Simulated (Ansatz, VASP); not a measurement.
**PbS: VASP beside Ansatz**

```
Pb S
1.0
     0.00000    2.96575    2.96575
     2.96575    0.00000    2.96575
     2.96575    2.96575    0.00000
Pb S
1 1
Cartesian
  0.0000 0.0000 0.0000
  2.9657 2.9657 2.9657
```

Alike in both runs: task relaxation of cell and atoms; functional revPBE; dispersion D3(BJ); k mesh 6 × 6 × 6; no spin polarisation.

```csv
,VASP,Ansatz
version,VASP 6.6.1,Ansatz 0.2.0
potentials or method,"VASP PAW PBE potentials, release 64 (Pb_d, S)","plane waves, PAW"
plane-wave cutoff (eV),500,420
occupations,"gaussian, width 0.01 eV",fixed
valence electrons in the cell,20,20
```

VASP gave:

- relaxed volume (Å³/atom): 25.78
- relaxed cell length with the largest relative difference (Å): 4.178

**Question.** Which values does Ansatz return?

**Answer.** Relaxed volume (Å³/atom): 25.89; relaxed cell length with the largest relative difference (Å): 4.184.

VASP's potentials were made for PBE, not for revPBE. Ansatz's warnings: relaxed geometry near dispersion switch.

Neither program's run includes spin-orbit coupling.
